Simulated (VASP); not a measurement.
Crystal: AlO5.

```
CELL_PARAMETERS angstrom
4.40940 0.00000 0.00000
-2.20470 3.81865 0.00000
0.00000 0.00000 3.58769
ATOMIC_POSITIONS crystal
Al 0.00000 0.00000 0.00000
O 0.33333 0.66667 0.00000
O 0.66667 0.33333 0.00000
O 0.50000 0.00000 0.50000
O 0.50000 0.50000 0.50000
O 0.00000 0.50000 0.50000
```

| Property | Result |
| --- | --- |
| Program | VASP 6.6.1 |
| Task | relaxation of cell and atoms |
| Functional | PBE |
| Potentials or basis | VASP PAW PBE potentials, release 64 (Al, O) |
| Cutoff | 600 eV |
| k mesh | 6 × 6 × 6 |
| Occupations | gaussian, width 0.1 eV |
| Spin | no spin polarisation |

At the start: pressure -12.3 GPa; volume 10.07 Å³/atom.

Problem. Where does the relaxation end?

Solution. Over 18 steps the energy falls by 724.2 meV/atom and the volume is 9.10 Å³/atom (-9.6 %); space group P6/mmm (No. 191, to 0.05 Å).

The path:
| step | energy change (eV) | largest force (eV/Å) | pressure (GPa) | volume (Å³) |
| --- | --- | --- | --- | --- |
| 1 | 0.0000 | 0.0000 | -12.34 | 60.41 |
| 2 | -0.5235 | 0.0000 | 0.21 | 53.84 |
| 3 | -0.5931 | 0.0000 | 8.36 | 51.13 |
| 4 | -1.0924 | 0.0000 | 11.61 | 49.85 |
| 5 | -1.6876 | 0.0000 | 20.35 | 47.90 |
| 6 | -2.3873 | 0.0000 | 57.68 | 43.33 |
| 7 | -2.4724 | 0.0000 | 58.99 | 43.41 |
| 8 | -2.5206 | 0.0000 | 61.88 | 43.52 |
| 9 | -2.7042 | 0.0000 | 57.66 | 44.02 |
| 10 | -3.1889 | 0.0000 | 45.90 | 45.54 |
| 11 | -3.8833 | 0.0000 | 26.01 | 48.68 |
| 12 | -4.3319 | 0.0000 | -2.97 | 55.38 |
| 13 | -4.3372 | 0.0000 | -0.74 | 54.73 |
| 14 | -4.3369 | 0.0000 | 0.11 | 54.49 |
| 15 | -4.3390 | 0.0000 | 0.15 | 54.50 |
| 16 | -4.3436 | 0.0000 | 0.25 | 54.55 |
| 17 | -4.3439 | 0.0000 | 0.49 | 54.64 |
| 18 | -4.3453 | 0.0000 | 0.36 | 54.60 |

Final structure:
```xyz
6
Lattice="3.5734 0.0000 0.0000 -1.7867 3.0947 0.0000 0.0000 0.0000 4.9371" Properties=species:S:1:pos:R:3 pbc="T T T"
Al    0.0000    0.0000    0.0000
O     0.0000    2.0631    0.0000
O     1.7867    1.0316    0.0000
O     1.7867    0.0000    2.4686
O     0.8934    1.5473    2.4686
O    -0.8934    1.5473    2.4686
```

Caveat: an odd number of electrons without spin polarisation forces a metal; a magnetic or distorted state may lie lower.
